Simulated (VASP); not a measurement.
Set up this calculation in VASP 6.6.1, as the native input.

```
Task                   : single point
Functional             : PBE
Potentials or basis    : VASP PAW PBE potentials, release 64 (Ni, Al)
Cutoff                 : 520 eV
k mesh                 : 8 × 8 × 8
Occupations            : fermi-dirac, width 0.05 eV
Spin                   : collinear spin, ferromagnetic start
Starting moments       : [2.0, 0.0] μB
Fixed moment           : 2 μB
Dipole correction      : no
Further INCAR settings : ALGO = Normal; EDIFF = 1e-07; NBANDS = 18
```

The structure of AlNi lies in POSCAR:

```
AlNi
1.0
    2.8810000000      0.0000000000      0.0000000000
    0.0000000000      2.8810000000      0.0000000000
    0.0000000000      0.0000000000      2.8810000000
Ni Al
1 1
Direct
    0.5000000000      0.5000000000      0.5000000000
    0.0000000000      0.0000000000      0.0000000000
```

These files were run (other wordings do the same):

INCAR

```
ALGO = Normal ; EDIFF = 1E-7
ENCUT = 520 ; GGA = PE
ISIF = 2 ; ISMEAR = -1
ISPIN = 2 ; LASPH = T
LCHARG = F ; LMAXMIX = 4
LORBIT = 11 ; LREAL = F
LWAVE = F ; MAGMOM = 2 0
NBANDS = 18 ; NELM = 150
NUPDOWN = 2.0 ; PREC = Accurate
SIGMA = 0.05
```

KPOINTS

```
k-points
0
Gamma
  8 8 8
```

Potentials or basis: VASP PAW PBE potentials, release 64 (Ni, Al).

Launch:

```sh
$ cat potpaw_PBE.64/Ni/POTCAR potpaw_PBE.64/Al/POTCAR > POTCAR
$ mpirun -np 1 vasp_std > vasp.out
```

Results of the run:

- Pressure: 21.0 GPa
- Net moment: 2.00 μB per cell
- Site moments: Ni +1.38; Al +0.15 μB
- Valence electrons inside the program's atomic spheres: Ni 9.37; Al 0.82

Caveat: the cell stands under pressure; the total moment is fixed, so each spin has its own Fermi level.

Run time: 36 s on 1 thread of Intel Xeon 8259CL, on a shared host, peak memory 0.16 GiB.
